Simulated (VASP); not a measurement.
# Be (P6_3/mmc) in VASP: single point with r2SCAN

Aim: the single point of Be with r2SCAN.

Program: VASP 6.6.1. These are calculated values, not measurements. Logs are shortened: lines on timing, memory, paths and dates and some standing lists are left out, and cuts for length are marked.

## (1) The cell of the first run

Symmetry: P6_3/mmc, No. 194, hexagonal system. Conventional cell: a = 2.265 Å, b = 2.265 Å, c = 3.561 Å, α = 90.00°, β = 90.00°, γ = 120.00°. Within 2.9 Å of Be (site symmetry -6m2) lie 12 Be at 2.21 to 2.26 Å.

## (2) Single point, r2SCAN

POSCAR

```
Be
1.0
    2.2645985179      0.0000000000      0.0000000000
   -1.1322992590      1.9611998459      0.0000000000
    0.0000000000      0.0000000000      3.5612566135
Be
2
Direct
    0.3333333333      0.6666666667      0.2500000000
    0.6666666667      0.3333333333      0.7500000000
```

INCAR.step1

```
SYSTEM = Be
ALGO     = Normal         ! electronic algorithm
EDIFF    = 1E-4           ! SCF threshold, eV
ENCUT    = 520            ! plane-wave cutoff, eV
GGA      = PE             ! functional
ISMEAR   = -1             ! smearing method
LASPH    = .True.         ! aspherical terms in the spheres
LCHARG   = .False.        ! write CHGCAR
LREAL    = .False.        ! projectors in reciprocal space
LWAVE    = .True.         ! write WAVECAR
NBANDS   = 9              ! bands
NELM     = 100            ! most SCF steps
PREC     = Accurate       ! precision mode
SIGMA    = 0.1            ! smearing width, eV
```

INCAR.step2

```
SYSTEM = Be
ALGO     = Normal         ! electronic algorithm
EDIFF    = 1E-7           ! SCF threshold, eV
ENCUT    = 520            ! plane-wave cutoff, eV
ISIF     = 2              ! what is computed and relaxed
ISMEAR   = -1             ! smearing method
ISTART   = 1            
LASPH    = .True.         ! aspherical terms in the spheres
LCHARG   = .False.        ! write CHGCAR
LMIXTAU  = .True.       
LREAL    = .False.        ! projectors in reciprocal space
LWAVE    = .False.        ! write WAVECAR
METAGGA  = R2SCAN         ! meta-GGA
NBANDS   = 9              ! bands
NELM     = 100            ! most SCF steps
PREC     = Accurate       ! precision mode
SIGMA    = 0.1            ! smearing width, eV
```

KPOINTS

```
k-points
0
Gamma
  26 26 15
  0 0 0
```

Potentials or basis: VASP PAW PBE potentials, release 64 (Be).

On the command line:

```console
> cat potpaw_PBE.64/Be/POTCAR > POTCAR
> cp INCAR.step1 INCAR
> mpirun -np 1 vasp_std > vasp.out
> cp INCAR.step2 INCAR
> mpirun -np 1 vasp_std > vasp.out
```

OUTCAR:

```text
SYSTEM = Be
   EDIFF = 1E-7
   ENCUT = 520
   ISIF = 2
   ISMEAR = -1
   ISTART = 1
   LASPH = .True.
   LREAL = .False.
   METAGGA = R2SCAN
   NELM = 100
   PREC = Accurate

 ion  position               nearest neighbor table
   1  0.333  0.667  0.250-   2 2.21   2 2.21   2 2.21   2 2.21   2 2.21   2 2.21
   2  0.667  0.333  0.750-   1 2.21   1 2.21   1 2.21   1 2.21   1 2.21   1 2.21

  LATTYP: Found a hexagonal cell.
 ALAT       =     2.2645985179
 C/A-ratio  =     1.5725774725

  Lattice vectors:

 A1 = (   2.2645985179,   0.0000000000,   0.0000000000)
 A2 = (  -1.1322992590,   1.9611998459,   0.0000000000)
 A3 = (   0.0000000000,   0.0000000000,   3.5612566135)

Analysis of symmetry for initial positions (statically):
=====================================================================
 Subroutine PRICEL returns:
 Original cell was already a primitive cell.

 Routine SETGRP: Setting up the symmetry group for a
 hexagonal supercell.

 Subroutine GETGRP returns: Found 24 space group operations
 (whereof 12 operations were pure point group operations)
 out of a pool of 24 trial point group operations.

The static configuration has the point symmetry D_3d.
 The point group associated with its full space group is D_6h.

Analysis of symmetry for dynamics (positions and initial velocities):
=====================================================================
 Subroutine PRICEL returns:
 Original cell was already a primitive cell.

 Routine SETGRP: Setting up the symmetry group for a
 hexagonal supercell.

 Subroutine GETGRP returns: Found 24 space group operations
 (whereof 12 operations were pure point group operations)
 out of a pool of 24 trial point group operations.

The dynamic configuration has the point symmetry D_3d.
 The point group associated with its full space group is D_6h.

 Subroutine INISYM returns: Found 24 space group operations
 (whereof 12 operations are pure point group operations),
 and found     1 'primitive' translations

----------------------------------------------------------------------------------------

                                     Primitive cell

  volume of cell :      15.8167

  direct lattice vectors                    reciprocal lattice vectors
     2.264598518  0.000000000  0.000000000     0.441579376  0.254945972  0.000000000
    -1.132299259  1.961199846  0.000000000     0.000000000  0.509891943  0.000000000
     0.000000000  0.000000000  3.561256613     0.000000000  0.000000000  0.280799759

  length of vectors
     2.264598518  2.264598518  3.561256613     0.509891943  0.509891943  0.280799759

  position of ions in fractional coordinates (direct lattice)
     0.333333333  0.666666667  0.250000000
     0.666666667  0.333333333  0.750000000

  ion indices of the primitive-cell ions
   primitive index   ion index
                 1           1
                 2           2

----------------------------------------------------------------------------------------

 KPOINTS: k-points

Automatic generation of k-mesh.
 Grid dimensions read from file:
 generate k-points for:   26   26   15

 Generating k-lattice:

  Cartesian coordinates                     Fractional coordinates (reciprocal lattice)
     0.016983822  0.009805614  0.000000000     0.038461538  0.000000000  0.000000000
     0.000000000  0.019611229  0.000000000     0.000000000  0.038461538  0.000000000
     0.000000000  0.000000000  0.018719984     0.000000000  0.000000000  0.066666667

  Length of vectors
     0.019611229  0.019611229  0.018719984

  Shift w.r.t. Gamma in fractional coordinates (k-lattice)
     0.000000000  0.000000000  0.000000000

 Subroutine IBZKPT returns following result:
 ===========================================

 Found    560 irreducible k-points:

 Following reciprocal coordinates:
            Coordinates               Weight
  0.000000  0.000000  0.000000      1.000000
  0.038462 -0.000000  0.000000      6.000000
  0.076923 -0.000000  0.000000      6.000000
  0.115385 -0.000000  0.000000      6.000000
  0.153846 -0.000000  0.000000      6.000000
  0.192308 -0.000000  0.000000      6.000000
[... 16 lines left out ...]
  0.346154  0.038462  0.000000     12.000000
  0.384615  0.038462  0.000000     12.000000
 [... further k-points ...]
   k-points           NKPTS =    560   k-points in BZ     NKDIM =    560   number of bands    NBANDS=      9
   number of dos      NEDOS =    301   number of ions     NIONS =      2
   total plane-waves  NPLWV =   9072
   dimension x,y,z NGX =    18 NGY =   18 NGZ =   28
   dimension x,y,z NGXF=    36 NGYF=   36 NGZF=   56
   ions per type =               2
   NGX,Y,Z   is equivalent  to a cutoff of  13.21, 13.21, 13.07 a.u.
   NGXF,Y,Z  is equivalent  to a cutoff of  26.43, 26.43, 26.14 a.u.
 SYSTEM =  Be
   PREC   = accura    normal or accurate (medium, high low for compatibility)
   ISTART =      1    job   : 0-new  1-cont  2-samecut
   ICHARG =      0    charge: 1-file 2-atom 10-const
   ISPIN  =      1    spin polarized calculation?
   LNONCOLLINEAR =      F non collinear calculations
   LSORBIT =      F    spin-orbit coupling
   LASPH  =      T    aspherical Exc in radial PAW
   ENCUT  =  520.0 eV  38.22 Ry    6.18 a.u.   4.21  4.21  6.62*2*pi/ulx,y,z
   NELM   =    100;   NELMIN=  2; NELMDL=  0     # of ELM steps
   EDIFF  = 0.1E-06   stopping-criterion for ELM
   LREAL  =      F    real-space projection
   EDIFFG = 0.1E-05   stopping-criterion for IOM
   NSW    =      0    number of steps for IOM
   IBRION =     -1    ionic relax: 0-MD 1-quasi-New 2-CG
   NFREE  =      0    steps in history (QN), initial steepest desc. (CG)
   ISIF   =      2    stress and relaxation
   ISYM   =      2    0-nonsym 1-usesym 2-fastsym
   POTIM  = 0.5000    time-step for ionic-motion
   TEBEG  =    0.0;   TEEND  =   0.0 temperature during run
   PSTRESS=    0.0 pullay stress
   NELECT =       4.0000    total number of electrons
   NUPDOWN=      -1.0000    fix difference up-down
   EMIN   =  10.00;   EMAX   =-10.00  energy-range for DOS
   EFERMI =   0.00;   METHOD = LEGACY
   ISMEAR =    -1;   SIGMA  =   0.10  broadening in eV -4-tet -1-fermi 0-gaus
   EFERMI_NEDOS =   21; number of points for ismear=-14 and -15
   IALGO  =     38    algorithm
   IMIX   =      4    mixing-type and parameters
     AMIX     =   0.40;   BMIX     =  1.00
     AMIX_MAG =   1.60;   BMIX_MAG =  1.00
  volume/ion in A,a.u.               =       7.91        53.37
  Fermi-wavevector in a.u.,A,eV,Ry     =   1.035276  1.956388 14.582669  1.071796
  Thomas-Fermi vector in A             =   2.169611
   LORBIT       =      0    0 simple, 1 ext, 2 COOP (PROOUT), +10 PAW based schemes
   METAGGA = R2SCAN    functional components
   LHFCALC =     F    Hartree Fock is set to
   AEXX    =    0.0000 exact exchange contribution
   IVDW    =     0    specifies the selected vdW correction
   LEPSILON=     F    determine dielectric tensor
   LRPA    =     F    only Hartree local field effects (RPA)
 non-spin polarized calculation
  energy-cutoff  :      520.00
  volume of cell :       15.82
 maximum number of plane-waves:       446
 NGX is ok and might be reduce to    18
   NGX =  9   NGY =  9   NGZ = 13

 number of electron       4.0000000 magnetization

 Free energy of the ion-electron system (eV)
  ---------------------------------------------------
  ext. energy  EPLUGINS =         0.00000000
  ---------------------------------------------------
  free energy    TOTEN  =        -8.68515537 eV

  energy without entropy =       -8.68239920  energy(sigma->0) =       -8.68377728

 E-fermi :   7.1835     XC(G=0): -11.2603

 val. band max:        7.1273696122   @ k =   0.3462  -0.0000   0.0000
 cond. band min:       7.2440021675   @ k =   0.3462   0.3077   0.4667
 fundamental gap:      0.1166325553
 Fermi energy:         7.1834562254

 k-point     1 :       0.0000    0.0000    0.0000
  band No.  band energies     occupation
      1      -5.1128      2.00000
      2       2.3878      2.00000
      3       8.2092      0.00007
      4      24.4297      0.00000
      5      24.4297      0.00000
      6      27.4692      0.00000
      7      27.4692      0.00000
      8      29.8329      0.00000
      9      35.5735      0.00000

 k-point     2 :       0.0385   -0.0000    0.0000
  band No.  band energies     occupation
      1      -5.0669      2.00000
      2       2.4471      2.00000
      3       8.2249      0.00006
      4      24.0106      0.00000
      5      24.1032      0.00000
      6      27.4768      0.00000
      7      27.6732      0.00000
      8      29.7455      0.00000
      9      34.7203      0.00000

 k-point     3 :       0.0769   -0.0000    0.0000
  band No.  band energies     occupation
      1      -4.9290      2.00000
      2       2.6248      2.00000
      3       8.2705      0.00004
      4      22.9037      0.00000
      5      23.3581      0.00000
      6      27.4744      0.00000
      7      28.0254      0.00000
      8      29.4594      0.00000
      9      33.2913      0.00000

 k-point     4 :       0.1154   -0.0000    0.0000
  band No.  band energies     occupation
      1      -4.6992      2.00000
      2       2.9209      2.00000
      3       8.3414      0.00002
      4      21.3917      0.00000
      5      22.4758      0.00000
      6      27.4245      0.00000
      7      28.2091      0.00000
      8      28.9042      0.00000
      9      31.6539      0.00000

 k-point     5 :       0.1538   -0.0000    0.0000
  band No.  band energies     occupation
      1      -4.3774      2.00000
      2       3.3348      2.00000
      3       8.4270      0.00001
      4      19.7076      0.00000
      5      21.5834      0.00000
      6      27.2597      0.00000
      7      27.9878      0.00000
      8      28.1320      0.00000
      9      30.0185      0.00000

 k-point     6 :       0.1923   -0.0000    0.0000
  band No.  band energies     occupation
      1      -3.9636      2.00000
      2       3.8658      2.00000
      3       8.5054      0.00000
      4      18.0118      0.00000
      5      20.7357      0.00000
      6      26.6721      0.00000
      7      26.7269      0.00000
      8      27.8488      0.00000
      9      28.7484      0.00000
[... 169 lines left out ...]
 k-point    21 :       0.2692    0.0385    0.0000
  band No.  band energies     occupation
      1      -2.4948      2.00000
      2       5.7413      2.00000
      3       8.3126      0.00002
      4      14.5014      0.00000
      5      18.6266      0.00000
      6      22.2970      0.00000
      7      23.4595      0.00000
      8      26.6737      0.00000
      9      28.3231      0.00000

 k-point    22 :       0.3077    0.0385    0.0000
  band No.  band energies     occupation
      1      -1.7654      2.00000
      2       6.6684      1.98847
      3       7.7969      0.00432
      4      13.7787      0.00000
      5      18.0389      0.00000
      6      20.4334      0.00000
      7      22.0955      0.00000
      8      26.2898      0.00000
      9      28.2646      0.00000

 k-point    23 :       0.3462    0.0385    0.0000
  band No.  band energies     occupation
      1      -0.9537      2.00000
      2       6.9559      1.81363
      3       7.6975      0.01164
      4      13.5398      0.00000
      5      17.5148      0.00000
      6      18.6133      0.00000
      7      20.8731      0.00000
      8      25.9620      0.00000
      9      28.2434      0.00000

 k-point    24 :       0.3846    0.0385    0.0000
  band No.  band energies     occupation
      1      -0.0726      2.00000
      2       5.9106      1.99999
      3       8.8118      0.00000
      4      13.6666      0.00000
      5      16.8863      0.00000
      6      17.0310      0.00000
      7      19.8614      0.00000
      8      25.7060      0.00000
      9      28.2392      0.00000

 [... further k-points ...]
[... 5 lines left out ...]
  --------------------------------------------------------------------------------------
  -------------------------------------------------------------------------------------
  Total       -0.0255361     -0.0255361      0.1042890      0.0000000      0.0000000      0.0000000
  in kB       -2.5867210     -2.5867210     10.5641073      0.0000000      0.0000000      0.0000000
  external PRESSURE =       1.7968885 kB  Pullay stress =       0.0000000 kB

 VOLUME and BASIS-vectors are now :
 -----------------------------------------------------------------------------
  energy-cutoff  :      520.00
  volume of cell :       15.82
      direct lattice vectors                 reciprocal lattice vectors
     2.264598518  0.000000000  0.000000000     0.441579376  0.254945972  0.000000000
    -1.132299259  1.961199846  0.000000000     0.000000000  0.509891943  0.000000000
     0.000000000  0.000000000  3.561256613     0.000000000  0.000000000  0.280799759

 POSITION                                       TOTAL-FORCE (eV/Angst)
 -----------------------------------------------------------------------------------
     -0.00000      1.30747      0.89031         0.000000     -0.000000      0.000000
      1.13230      0.65373      2.67094        -0.000000      0.000000      0.000000
 -----------------------------------------------------------------------------------
    total drift:                                0.000000     -0.000000      0.000000

  FREE ENERGIE OF THE ION-ELECTRON SYSTEM (eV)
  ---------------------------------------------------
  free  energy   TOTEN  =        -8.6851553657 eV

  energy  without entropy=       -8.6823992009  energy(sigma->0) =       -8.68377728
```

It took 12 min on 1 thread of AMD EPYC 7R13, shared host; peak memory 0.15 GiB.

What came out:

```
Free energy            : -8.6852 eV
Pressure               : 0.2 GPa
Band gap on the k mesh : zero (band 2 reaches 8.32 eV, above the bottom of band 3 at 6.49 eV)
```

Stress tensor (GPa, compression positive):
```
-0.26  0.00  0.00
 0.00 -0.26  0.00
 0.00  0.00  1.06
```

Caveat: the PAW data sets were made with another functional, which shifts forces and pressure a little.
